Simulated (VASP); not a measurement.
MgS:

```
Mg S
1.0
     0.00000    2.47144    2.47144
     2.47144    0.00000    2.47144
     2.47144    2.47144    0.00000
Mg S
1 1
Direct
  0.00000 0.00000 0.00000
  0.50000 0.50000 0.50000
```

This cell differs from its parent crystal: strain -5.0%.

Base run:

* Program: VASP 6.6.1
* Functional: PBE
* Potentials or basis: VASP PAW PBE potentials, release 64 (Mg, S)
* Cutoff: 520 eV
* k mesh: 6 × 6 × 6
* Occupations: gaussian, width 0.01 eV
* Spin: no spin polarisation

Its results: band gap on the k mesh 3.09 eV, indirect (least direct gap 5.05 eV); pressure 17.4 GPa.

**Question.** The run is repeated on the same cell with these changes: functional from PBE to HSE06. What comes out?

**Answer.** Band gap on the k mesh 4.11 eV, indirect (least direct gap 6.23 eV); pressure 15.8 GPa.

HSE06 gives the wider gap, since exact exchange removes part of the self-interaction.

Caveats: the PAW data sets were made with another functional, which shifts forces and pressure a little (some runs).

A k mesh can miss the band edges.
